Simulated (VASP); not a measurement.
Write the native input for VASP 6.6.1 that does the following.

```yaml
Task: single point
Functional: LDA
Potentials_or_basis: VASP PAW LDA potentials, release 64 (H)
Cutoff: 520 eV
k_mesh: 8 × 8 × 4
Occupations: gaussian, width 0.05 eV
Spin: no spin polarisation
Dipole_correction: no
Further_INCAR_settings: ALGO = Normal; EDIFF = 1e-06; NBANDS = 10
```

The structure of H lies in POSCAR:

```
H
1.0
    1.6073185635     -2.6633960242      0.0000000000
    1.6073185635      2.6633960242      0.0000000000
    0.0000000000      0.0000000000      5.9980801890
H
4
Direct
    0.5678085000      0.4321915000      0.9995149500
    0.4321915000      0.5678085000      0.0004850500
    0.4321915000      0.5678085000      0.4995149500
    0.5678085000      0.4321915000      0.5004850500
```

This cell differs from its parent crystal: strain -0.025 along x and y, -0.050 along z.

The input as run:

INCAR

```
SYSTEM = H
  PREC = Accurate
  ENCUT = 520
  EDIFF = 1E-6
  ISMEAR = 0
  SIGMA = 0.05
  LREAL = .False.
  LASPH = .True.
  NELM = 100
  ALGO = Normal
  ISIF = 2
  LWAVE = .False.
  LCHARG = .False.
  NBANDS = 10
```

KPOINTS

```
Automatic mesh
0
Gamma
  8 8 4
  0 0 0
```

Potentials or basis: VASP PAW LDA potentials, release 64 (H).

Run with:

```sh
$ cat potpaw_LDA.64/H/POTCAR > POTCAR
$ mpirun -np 1 vasp_std > vasp.out
```

It gave:

The pressure is 1.9 GPa and the largest force is 1.722 eV/Å. The band gap on the k mesh is 7.73 eV.

Caveat: the cell differs from its parent crystal (strain -0.025 along x and y, -0.050 along z); forces of over 1 eV/Å act on the atoms, so gaps and moduli don't describe the material at rest.

Run time: 11 s on 1 thread of Intel(R) Xeon(R) 6975P-C (Granite Rapids) (shared host), peak memory 0.14 GiB.
